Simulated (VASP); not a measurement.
Set up this calculation in VASP 6.6.1, as the native input.

```yaml
Task: relaxation of cell and atoms
Functional: r2SCAN
Potentials_or_basis: VASP PAW PBE potentials, release 64 (Ru_pv, Al)
Cutoff: 600 eV
k_mesh: 9 × 9 × 9
Occupations: fermi-dirac, width 0.05 eV
Spin: no spin polarisation
Dipole_correction: no
Further_INCAR_settings: ALGO = Normal; EDIFF = 1e-06; IBRION = 2; EDIFFG = -0.01; NSW = 60; ISIF = 3
```

Crystal: AlRu.

```xyz
2
Lattice="2.9916 0.0000 0.0000 0.0000 2.9916 0.0000 0.0000 0.0000 2.9916" Properties=species:S:1:pos:R:3 pbc="T T T"
Ru    1.4958    1.4958    1.4958
Al    0.0000    0.0000    0.0000
```

These files were run (other wordings do the same):

POSCAR

```
AlRu
1.0
    2.9916000000      0.0000000000      0.0000000000
    0.0000000000      2.9916000000      0.0000000000
    0.0000000000      0.0000000000      2.9916000000
Ru Al
1 1
Direct
    0.5000000000      0.5000000000      0.5000000000
    0.0000000000      0.0000000000      0.0000000000
```

INCAR.step1

```
ALGO = Normal
EDIFF = 1E-4
ENCUT = 600
GGA = PE
ISMEAR = -1
LASPH = True
LCHARG = False
LREAL = False
LWAVE = True
NELM = 80
PREC = Accurate
SIGMA = 0.05
```

INCAR.step2

```
ALGO = Normal
EDIFF = 1E-6
EDIFFG = -0.01
ENCUT = 600
IBRION = 2
ISIF = 3
ISMEAR = -1
ISTART = 1
LASPH = True
LCHARG = False
LMIXTAU = True
LREAL = False
LWAVE = False
METAGGA = R2SCAN
NELM = 80
NSW = 60
PREC = Accurate
SIGMA = 0.05
```

KPOINTS

```
k-points
0
Gamma
  9 9 9
```

Potentials or basis: VASP PAW PBE potentials, release 64 (Ru_pv, Al).

Run with:

```console
$ cat potpaw_PBE.64/Ru_pv/POTCAR potpaw_PBE.64/Al/POTCAR > POTCAR
$ cp INCAR.step1 INCAR
$ mpirun -np 1 vasp_std > vasp.out
$ cp INCAR.step2 INCAR
$ mpirun -np 1 vasp_std > vasp.out
```

It gave:

The relaxed volume is 13.27 Å³/atom and the relaxed cell is a = 2.983 Å, b = 2.983 Å, c = 2.983 Å, α = 90.00°, β = 90.00°, γ = 90.00°. The space group after relaxing (to 0.05 Å) is Pm-3m (No. 221) and the energy gained by relaxing is 0.7 meV/atom. The ionic steps are 3 and the pressure after relaxing is 0.0 GPa.

Caveat: the PAW data sets were made with another functional, which shifts forces and pressure a little.

Wall time 33 s on 1 thread of Intel(R) Xeon(R) 6975P-C (Granite Rapids), with other jobs on the host, peak memory 0.16 GiB.
